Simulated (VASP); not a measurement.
Here is a VASP 6.6.1 calculation.

Contents of INCAR:

```
SYSTEM = MgS
PREC = Accurate
ENCUT = 520
EDIFF = 1E-7
ISMEAR = -1
SIGMA = 0.02
LREAL = .False.
LASPH = .True.
NELM = 100
ALGO = Normal
ISIF = 2
LWAVE = .False.
LCHARG = .False.
GGA = PE
NBANDS = 16
```

File KPOINTS:

```
regular mesh
0
Gamma
  12 12 4
  0 0 0
```

Contents of POSCAR:

```
MgS
1.0
    4.0286256366      0.0000000000      0.0000000000
   -2.0143128183      3.4888921436      0.0000000000
    0.0000000000      0.0000000000      6.5873533515
Mg S
2 2
Direct
    0.3333333333      0.6666666667     -0.0007067579
    0.6666666667      0.3333333333      0.4992932421
    0.3333333333      0.6666666667      0.3757067579
    0.6666666667      0.3333333333      0.8757067579
```

Potentials or basis: VASP PAW PBE potentials, release 64 (Mg, S).

Launch:

```sh
$ cat potpaw_PBE.64/Mg/POTCAR potpaw_PBE.64/S/POTCAR > POTCAR
$ mpirun -np 1 vasp_std > vasp.out
```

Estimate the pressure.

-0.2 GPa.

What does it give for the band gap on the k mesh?

3.43 eV, direct.

Predict the largest force.

0.003 eV/Å.

Stress tensor (GPa, compression positive):
```
 0.10  0.00  0.00
 0.00  0.10  0.00
 0.00  0.00 -0.86
```

Caveat: the cell differs from its parent crystal (uniaxial z strain +2.1%). A k mesh can miss the band edges.
